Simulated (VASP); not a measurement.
Li5Cl3:

```
Li Cl
1.0
    -3.25866    3.25866    3.25866
     3.25866   -3.25866    3.25866
     3.25866    3.25866   -3.25866
Li Cl
5 3
Direct
  0.50000 0.50000 0.50000
  0.00000 0.00000 0.50000
  0.00000 0.50000 0.00000
  0.50000 0.00000 0.00000
  0.00000 0.00000 0.00000
  0.00000 0.50000 0.50000
  0.50000 0.00000 0.50000
  0.50000 0.50000 0.00000
```

The cell was generated, and may not be a known phase.

```yaml
Program: VASP 6.6.1
Task: relaxation of cell and atoms
Functional: PBE
Potentials_or_basis: VASP PAW PBE potentials, release 64 (Li_sv, Cl)
Cutoff: 600 eV
k_mesh: 4 × 4 × 4
Occupations: gaussian, width 0.1 eV
Spin: no spin polarisation
```

At the start: pressure 2.3 GPa; volume 17.30 Å³/atom.

How do energy, volume and symmetry change on relaxing?

Over 3 steps the energy falls by 11.5 meV/atom and the volume is 19.21 Å³/atom (+11.1 %); space group Im-3m (No. 229, to 0.1 Å) before and after.

Step by step:
```
step  energy change (eV)  largest force (eV/Å)  pressure (GPa)  volume (Å³)
   1              0.0000                0.0000            2.30       138.41
   2             -0.0570                0.0000            1.35       143.45
   3             -0.0917                0.0000           -0.19       153.71
```

Final structure:
```cif
data_structure
_symmetry_space_group_name_H-M 'P 1'
_symmetry_Int_Tables_number 1
_cell_length_a 5.8449
_cell_length_b 5.8449
_cell_length_c 5.8449
_cell_angle_alpha 109.471
_cell_angle_beta 109.471
_cell_angle_gamma 109.471
_cell_volume 153.71
loop_
_atom_site_label
_atom_site_type_symbol
_atom_site_fract_x
_atom_site_fract_y
_atom_site_fract_z
_atom_site_occupancy
Li1 Li 0.50000 0.50000 0.50000 1
Li2 Li 0.00000 0.00000 0.50000 1
Li3 Li 0.00000 0.50000 0.00000 1
Li4 Li 0.50000 0.00000 0.00000 1
Li5 Li 0.00000 0.00000 0.00000 1
Cl1 Cl 0.00000 0.50000 0.50000 1
Cl2 Cl 0.50000 0.00000 0.50000 1
Cl3 Cl 0.50000 0.50000 0.00000 1
```

Caveat: the cutoff is under 1.25 times the usual one of these potentials, so pressure, stress and relaxed cells hold a basis-set (Pulay) error.
